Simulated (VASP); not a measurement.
Write the native input for VASP 6.6.1 that does the following.

```
Task                   : single point
Functional             : PBEsol
Potentials or basis    : VASP PAW PBE potentials, release 64 (Na_pv, I)
Cutoff                 : 520 eV
k mesh                 : 6 × 6 × 4
Occupations            : fermi-dirac, width 0.02 eV
Spin                   : no spin polarisation
Dipole correction      : no
Further INCAR settings : ALGO = Normal; EDIFF = 1e-07; NBANDS = 22
```

The structure of NaI lies in POSCAR:

```
NaI
1.0
    5.3976704554      0.0000000000      0.0000000000
   -2.6988352277      4.6745197357      0.0000000000
    0.0000000000      0.0000000000      6.3933288512
Na I
2 2
Direct
    0.3333333333      0.6666666667     -0.0624926674
    0.6666666667      0.3333333333      0.4375073326
    0.3333333333      0.6666666667      0.4374926674
    0.6666666667      0.3333333333      0.9374926674
```

The input as run:

INCAR

```
PREC     = Accurate       # precision mode
ENCUT    = 520            # plane-wave cutoff, eV
EDIFF    = 1E-7           # SCF threshold, eV
ISMEAR   = -1             # smearing method
SIGMA    = 0.02           # smearing width, eV
LREAL    = False          # projectors in reciprocal space
LASPH    = True           # aspherical terms in the spheres
NELM     = 100            # most SCF steps
ALGO     = Normal         # electronic algorithm
ISIF     = 2              # what is computed and relaxed
LWAVE    = False          # write WAVECAR
LCHARG   = False          # write CHGCAR
GGA      = PS             # functional
NBANDS   = 22             # bands
```

KPOINTS

```
regular mesh
0
Gamma
  6 6 4
```

Potentials or basis: VASP PAW PBE potentials, release 64 (Na_pv, I).

Run with:

```bash
$ cat potpaw_PBE.64/Na_pv/POTCAR potpaw_PBE.64/I/POTCAR > POTCAR
$ mpirun -np 1 vasp_std > vasp.out
```

Results of the run:

The pressure is 0.0 GPa. The band gap on the k mesh is 3.50 eV, direct.

Caveat: the PAW data sets were made with another functional, which shifts forces and pressure a little; spin-orbit coupling is left out, which moves the levels of the heavy elements.

It took 26 s on 1 thread of Intel(R) Xeon(R) 6975P-C (Granite Rapids), on a shared host, peak memory 0.28 GiB.
